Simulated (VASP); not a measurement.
# Au: single point with r2SCAN

The system is Au.

```
Au
1.0
     1.41131   -2.55593    0.00000
     1.41131    2.55593    0.00000
     0.00000    0.00000    4.89317
Au
2
Cartesian
  1.4113 -0.8451 1.2233
  1.4113 0.8451 3.6699
```

```json
{
  "Program": "VASP 6.6.1",
  "Task": "single point",
  "Functional": "r2SCAN",
  "Potentials or basis": "VASP PAW PBE potentials, release 64 (Au)",
  "Cutoff": "520 eV",
  "k mesh": "8 × 8 × 6",
  "Occupations": "gaussian, width 0.1 eV",
  "Spin": "no spin polarisation"
}
```

| Quantity | Value |
| --- | --- |
| Pressure | 0.3 GPa |
| Largest force | 0.005 eV/Å |
| Band gap on the k mesh | zero (band 11 reaches 12.36 eV, above the bottom of band 12 at 6.01 eV) |

Forces on the atoms (eV/Å):
```
Au   0.000  0.005  0.000
Au   0.000 -0.005  0.000
```

Stress tensor (GPa, compression positive):
```
-1.07  0.00  0.00
 0.00  3.22  0.00
 0.00  0.00 -1.36
```

Levels at points of the mesh, in eV from the Fermi level:
```
           k point  band 8  band 9  band 10  band 11  band 12  band 13  band 14  band 15
(0.00, 0.00, 0.00)   -3.83   -3.68    -2.50    -2.45    -0.98     2.35    15.29    16.22
(0.50, 0.00, 0.00)   -2.31   -2.10    -1.94     0.46     1.69     5.94     7.47     7.50
(0.50, 0.50, 0.00)   -2.23   -2.19    -2.01     0.17     1.20     5.55     6.96     7.14
(0.00, 0.00, 0.50)   -4.53   -2.98    -2.98    -2.85    -2.85    10.57    10.57    15.59
(0.50, 0.00, 0.50)   -2.66   -1.99    -1.99     0.71     0.71     4.08     4.08    13.59
(0.50, 0.50, 0.50)   -2.63   -2.08    -2.08     0.34     0.34     3.50     3.50    13.18
```

It took 93 s on 1 thread of Intel Xeon 6975P-C (shared host), peak memory 0.19 GiB.

Caveat: the PAW data sets were made with another functional, which shifts forces and pressure a little; spin-orbit coupling is left out, which moves the levels of the heavy elements.
